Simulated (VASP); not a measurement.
# GaN (F-43m) in VASP: elastic constants with PBE

Aim: the elastic constants of GaN with PBE.

All numbers are computed with VASP 6.6.1; they aren't measurements. Logs are shortened: lines on timing, memory, paths and dates and some standing lists are left out, and cuts for length are marked.

## 1. The cell of the first run

Symmetry: F-43m, No. 216, cubic system. Conventional cell: a = 4.507 Å, b = 4.507 Å, c = 4.507 Å, α = 90.00°, β = 90.00°, γ = 90.00°. Within 2.6 Å of Ga (site symmetry -43m) lie 4 N at 1.95 Å. Within 2.6 Å of N (site symmetry -43m) lie 4 Ga at 1.95 Å.

## 2. Elastic constants, PBE

INCAR reads:

```
PREC     = Accurate       # precision mode
ENCUT    = 600            # plane-wave cutoff, eV
EDIFF    = 1E-8           # SCF threshold, eV
ISMEAR   = -1             # smearing method
SIGMA    = 0.05           # smearing width, eV
LREAL    = False          # projectors in reciprocal space
LASPH    = True           # aspherical terms in the spheres
NELM     = 80             # most SCF steps
ALGO     = Normal         # electronic algorithm
ISIF     = 3              # what is computed and relaxed
LWAVE    = False          # write WAVECAR
LCHARG   = False          # write CHGCAR
GGA      = PE             # functional
NBANDS   = 16             # bands
IBRION   = 6              # ionic algorithm
NFREE    = 2            
POTIM    = 0.015          # step
NSW      = 1              # ionic steps
```

KPOINTS reads:

```
Automatic mesh
0
Gamma
  7 7 7
```

POSCAR reads:

```
GaN
1.0
    0.0000000000      2.2535006075      2.2535006075
    2.2535006075      0.0000000000      2.2535006075
    2.2535006075      2.2535006075      0.0000000000
Ga N
1 1
Direct
    0.0000000000      0.0000000000      0.0000000000
    0.2500000000      0.2500000000      0.2500000000
```

Potentials or basis: VASP PAW PBE potentials, release 64 (Ga_d, N).

Launch:

```sh
$ cat potpaw_PBE.64/Ga_d/POTCAR potpaw_PBE.64/N/POTCAR > POTCAR
$ mpirun -np 1 vasp_std > vasp.out
```

OUTCAR:

```text
PREC = Accurate
   ENCUT = 600
   EDIFF = 1E-8
   ISMEAR = -1
   LREAL = False
   LASPH = True
   NELM = 80
   ISIF = 3
   GGA = PE
   IBRION = 6
   NFREE = 2
   POTIM = 0.015
   NSW = 1

 ion  position               nearest neighbor table
   1  0.000  0.000  0.000-   2 1.95   2 1.95   2 1.95   2 1.95
   2  0.250  0.250  0.250-   1 1.95   1 1.95   1 1.95   1 1.95

  LATTYP: Found a face centered cubic cell.
 ALAT       =     4.5070012150

  Lattice vectors:

 A1 = (   0.0000000000,   2.2535006075,   2.2535006075)
 A2 = (   2.2535006075,   0.0000000000,   2.2535006075)
 A3 = (   2.2535006075,   2.2535006075,   0.0000000000)

Analysis of symmetry for initial positions (statically):
=====================================================================
 Subroutine PRICEL returns:
 Original cell was already a primitive cell.

 Routine SETGRP: Setting up the symmetry group for a
 face centered cubic supercell.

 Subroutine GETGRP returns: Found 24 space group operations
 (whereof 24 operations were pure point group operations)
 out of a pool of 48 trial point group operations.

The static configuration has the point symmetry T_d .

Analysis of symmetry for dynamics (positions and initial velocities):
=====================================================================
 Subroutine PRICEL returns:
 Original cell was already a primitive cell.

 Routine SETGRP: Setting up the symmetry group for a
 face centered cubic supercell.

 Subroutine GETGRP returns: Found 24 space group operations
 (whereof 24 operations were pure point group operations)
 out of a pool of 48 trial point group operations.

The dynamic configuration has the point symmetry T_d .

 Subroutine INISYM returns: Found 24 space group operations
 (whereof 24 operations are pure point group operations),
 and found     1 'primitive' translations

----------------------------------------------------------------------------------------

                                     Primitive cell

  volume of cell :      22.8877

  direct lattice vectors                    reciprocal lattice vectors
     0.000000000  2.253500607  2.253500607    -0.221877020  0.221877020  0.221877020
     2.253500607  0.000000000  2.253500607     0.221877020 -0.221877020  0.221877020
     2.253500607  2.253500607  0.000000000     0.221877020  0.221877020 -0.221877020

  length of vectors
     3.186931122  3.186931122  3.186931122     0.384302272  0.384302272  0.384302272

  position of ions in fractional coordinates (direct lattice)
     0.000000000  0.000000000  0.000000000
     0.250000000  0.250000000  0.250000000

  ion indices of the primitive-cell ions
   primitive index   ion index
                 1           1
                 2           2

----------------------------------------------------------------------------------------

 KPOINTS: Automatic mesh

Automatic generation of k-mesh.
 Grid dimensions read from file:
 generate k-points for:    7    7    7

 Generating k-lattice:

  Cartesian coordinates                     Fractional coordinates (reciprocal lattice)
    -0.031696717  0.031696717  0.031696717     0.142857143  0.000000000  0.000000000
     0.031696717 -0.031696717  0.031696717     0.000000000  0.142857143  0.000000000
[... 93 lines left out ...]

 number of electron      18.0000005 magnetization

 Free energy of the ion-electron system (eV)
  ---------------------------------------------------
  ext. energy  EPLUGINS =         0.00000000
  ---------------------------------------------------
  free energy    TOTEN  =       -12.14325144 eV

  energy without entropy =      -12.14325144  energy(sigma->0) =      -12.14325144

------------------------ aborting loop because EDIFF is reached ----------------------------------------

  FORCE on cell =-STRESS in cart. coord.  units (eV):
  Direction    XX          YY          ZZ          XY          YZ          ZX
  --------------------------------------------------------------------------------------
  -------------------------------------------------------------------------------------
  Total        0.7009833      0.7009833      0.7009833      0.0000000      0.0000000      0.0000000
  in kB       49.0699068     49.0699068     49.0699068      0.0000000      0.0000000      0.0000000
  external PRESSURE =      49.0699068 kB  Pullay stress =       0.0000000 kB
[... 89 lines left out ...]
  FREE ENERGIE OF THE ION-ELECTRON SYSTEM (eV)
  ---------------------------------------------------
  free  energy   TOTEN  =       -12.1283438114 eV

  energy  without entropy=      -12.1283438112  energy(sigma->0) =      -12.12834381

[... ionic steps 4 to 14 ...]

--------------------------------------- Ionic step       15  -------------------------------------------

 number of electron      18.0000002 magnetization

------------------------ aborting loop because EDIFF is reached ----------------------------------------
[... 67 lines left out ...]
--------------------------------------- Ionic step       17  -------------------------------------------

 number of electron      18.0000005 magnetization

 Free energy of the ion-electron system (eV)
  ---------------------------------------------------
  ext. energy  EPLUGINS =         0.00000000
  ---------------------------------------------------
  free energy    TOTEN  =       -12.14187365 eV

  energy without entropy =      -12.14187365  energy(sigma->0) =      -12.14187365

 E-fermi :   6.1821     XC(G=0): -11.6665

 val. band max:        5.3117576541   @ k =   0.0000   0.0000   0.0000
 cond. band min:       7.0067319176   @ k =   0.0000   0.0000   0.0000
 fundamental gap:      1.6949742635
 Fermi energy:         6.1820917616

 k-point     1 :       0.0000    0.0000    0.0000
  band No.  band energies     occupation
      1     -10.6526      2.00000
      2      -8.1658      2.00000
      3      -8.1605      2.00000
      4      -8.1565      2.00000
      5      -7.8415      2.00000
      6      -7.8413      2.00000
[... 433 lines left out ...]
      3      -8.1051      2.00000
      4      -8.0813      2.00000
      5      -7.8556      2.00000
      6      -7.8269      2.00000
[... 8 lines left out ...]
     15      25.4377      0.00000
     16      25.5203      0.00000

 [... further k-points ...]
[... 5 lines left out ...]
  --------------------------------------------------------------------------------------
  -------------------------------------------------------------------------------------
  Total        0.7012673      0.7056178      0.7056178      0.0000000      0.1268448      0.0000000
  in kB       49.0897837     49.3943272     49.3943272      0.0000000      8.8793273      0.0000000
  external PRESSURE =      49.2928127 kB  Pullay stress =       0.0000000 kB
[... 17 lines left out ...]
  FREE ENERGIE OF THE ION-ELECTRON SYSTEM (eV)
  ---------------------------------------------------
  free  energy   TOTEN  =       -12.1418736490 eV

  energy  without entropy=      -12.1418736484  energy(sigma->0) =      -12.14187365

 INTERNAL STRAIN TENSORS FROM STRAINED CELLS
 ============================================

 INTERNAL STRAIN TENSOR FOR ION    1 for displacements in x,y,z  (eV/Angst):
          X           Y           Z          XY          YZ          ZX
  --------------------------------------------------------------------------------
  x    -0.00000    -0.00000    -0.00000    -0.00000     8.46479    -0.00000
  y     0.00000    -0.00000    -0.00000    -0.00000     0.00000     8.46464
  z     0.00000    -0.00000     0.00000     8.46606    -0.00000    -0.00000

 INTERNAL STRAIN TENSORS FROM DISPLACED ATOMS
 ============================================

 INTERNAL STRAIN TENSOR FOR ION    1 for displacements in x,y,z  (eV/Angst):
          X           Y           Z          XY          YZ          ZX
  --------------------------------------------------------------------------------
  x     0.00000     0.00000     0.00000     0.00000     8.45840     0.00000
  y    -0.00000     0.00000    -0.00000     0.00000     0.00000     8.45840
  z     0.00000     0.00000     0.00000     8.45840     0.00000     0.00000

 INTERNAL STRAIN TENSOR FOR ION    2 for displacements in x,y,z  (eV/Angst):
          X           Y           Z          XY          YZ          ZX
  --------------------------------------------------------------------------------
  x    -0.00000     0.00000     0.00000     0.00000    -8.45757     0.00000
  y     0.00000     0.00000     0.00000     0.00000     0.00000    -8.45757
  z     0.00000     0.00000    -0.00000    -8.45757     0.00000     0.00000

 Eigenvectors and eigenvalues of the dynamical matrix
 ----------------------------------------------------

   1 f  =   16.020466 THz   100.659558 2PiTHz  534.385235 cm-1    66.255295 meV
             X         Y         Z           dx          dy          dz
      0.000000  0.000000  0.000000     0.000000    0.409094    0.000000
      1.126750  1.126750  1.126750     0.000000   -0.912492    0.000000
[... 21 lines left out ...]
   6 f/i=    0.002783 THz     0.017489 2PiTHz    0.092845 cm-1     0.011511 meV
             X         Y         Z           dx          dy          dz
      0.000000  0.000000  0.000000     0.000000    0.000000    0.912492
      1.126750  1.126750  1.126750     0.000000    0.000000    0.409094

--------------------------------------------------------------------------------------------------------

 ELASTIC MODULI CONTR FROM IONIC RELAXATION (kBar)
 Direction    XX          YY          ZZ          XY          YZ          ZX
 --------------------------------------------------------------------------------
 XX          -0.0000      0.0000      0.0000     -0.0000     -0.0000      0.0000
 YY           0.0000     -0.0000     -0.0000     -0.0000      0.0000     -0.0000
 ZZ           0.0000     -0.0000     -0.0000     -0.0000      0.0000      0.0000
 XY          -0.0000     -0.0000     -0.0000   -408.8582     -0.0000      0.0000
 YZ          -0.0000      0.0000      0.0000     -0.0000   -408.8582      0.0000
 ZX           0.0000     -0.0000      0.0000      0.0000      0.0000   -408.8582
 --------------------------------------------------------------------------------

 TOTAL ELASTIC MODULI (kBar)
 Direction    XX          YY          ZZ          XY          YZ          ZX
 --------------------------------------------------------------------------------
 XX        2653.4332   1455.7710   1455.7710     -0.0000     -0.0000      0.0000
 YY        1455.7710   2653.4332   1455.7710      0.0000      0.0000      0.0000
 ZZ        1455.7710   1455.7710   2653.4332      0.0000     -0.0000      0.0000
 XY          -0.0000      0.0000      0.0000   1504.5978     -0.0000      0.0000
 YZ          -0.0000      0.0000     -0.0000     -0.0000   1504.5978      0.0000
 ZX           0.0000      0.0000      0.0000      0.0000      0.0000   1504.5978
 --------------------------------------------------------------------------------
```

Wall time 4.3 min (1 thread of AMD EPYC 9R45 (Zen 5), shared host); peak memory 0.19 GiB.

Results:

```
Elastic constants C11, C12, C44                         : 265, 146, 150 GPa
Voigt bulk modulus                                      : 185 GPa
Highest phonon frequency at Γ, LO-TO splitting left out : 534 cm⁻¹
```

Phonon frequencies in cm⁻¹ (negative: imaginary):
```tsv
q point	frequencies
(0.000, 0.000, 0.000)	0 0 0 534 534 534
```

Elastic tensor in Voigt notation (GPa, in the Cartesian axes of the cell as first typed):
```
265 146 146   0   0   0
146 265 146   0   0   0
146 146 265   0   0   0
  0   0   0 150   0   0
  0   0   0   0 150   0
  0   0   0   0   0 150
```

Clamped-ion elastic tensor (GPa):
```
265 146 146   0   0   0
146 265 146   0   0   0
146 146 265   0   0   0
  0   0   0 191   0   0
  0   0   0   0 191   0
  0   0   0   0   0 191
```

Caveat: the cell is under stress, which shifts elastic constants.
